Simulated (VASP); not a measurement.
A run of VASP 6.6.1 is set up as follows.

POSCAR

```
MgS
1.0
    0.0000000000      2.6016508254      2.6016508254
    2.6016508254      0.0000000000      2.6016508254
    2.6016508254      2.6016508254      0.0000000000
Mg S
1 1
Direct
    0.0000000000      0.0000000000      0.0000000000
    0.5000000000      0.5000000000      0.5000000000
```

The input INCAR.step1:

```
PREC = Accurate ; ENCUT = 520
EDIFF = 1E-5 ; ISMEAR = 0
SIGMA = 0.05 ; LREAL = F
LASPH = T ; NELM = 60
ALGO = Normal ; ISIF = 2
LWAVE = T ; LCHARG = F
GGA = PE ; NBANDS = 11
```

INCAR.step2

```
PREC = Accurate ; ENCUT = 520
EDIFF = 1E-6 ; ISMEAR = 0
SIGMA = 0.05 ; LREAL = F
LASPH = T ; NELM = 60
ALGO = Normal ; ISIF = 2
LWAVE = F ; LCHARG = F
GGA = PE ; LHFCALC = T
AEXX = 0.25 ; PRECFOCK = Normal
ISTART = 1 ; NBANDS = 11
```

The input KPOINTS:

```
Automatic mesh
0
Gamma
  4 4 4
```

Potentials or basis: VASP PAW PBE potentials, release 64 (Mg, S).

The run is started by

```sh
$ cat potpaw_PBE.64/Mg/POTCAR potpaw_PBE.64/S/POTCAR > POTCAR
$ cp INCAR.step1 INCAR
$ mpirun -np 1 vasp_std > vasp.out
$ cp INCAR.step2 INCAR
$ mpirun -np 1 vasp_std > vasp.out
```

Q: Predict the pressure.

A: -0.5 GPa.

Q: Predict the band gap on the k mesh.

A: 4.52 eV, indirect (least direct gap 5.57 eV).

Caveat: the k points lie up to 0.52 Å⁻¹ apart; the PAW data sets were made with another functional, which shifts forces and pressure a little. A k mesh can miss the band edges.
